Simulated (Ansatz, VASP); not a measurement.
## MgO: VASP beside Ansatz

```
Mg O
1.0
     0.00000    2.17820    2.17820
     2.17820    0.00000    2.17820
     2.17820    2.17820    0.00000
Mg O
1 1
Direct
  0.00000 0.00000 0.00000
  0.50000 0.50000 0.50000
```

Alike in both runs: task single point; functional PBE; k mesh 8 × 8 × 8; occupations fermi-dirac, width 0.0005 eV; no spin polarisation.

|  | VASP | Ansatz |
| --- | --- | --- |
| version | VASP 6.6.1 | Ansatz 0.2.0 |
| potentials or method | VASP PAW PBE potentials, release 64 (Mg, O), cutoff 600 eV | PAW, plane waves, scalar-relativistic |
| valence electrons in the cell | 8 | 16 |

VASP gave:

```
pressure (GPa) : -10.2
```

Question: Estimate Ansatz's values.

Answer: Pressure (GPa): -9.2.

VASP's potentials hold 8 valence electrons a cell and Ansatz's 16, so a difference there can come from the potentials and not from the codes.
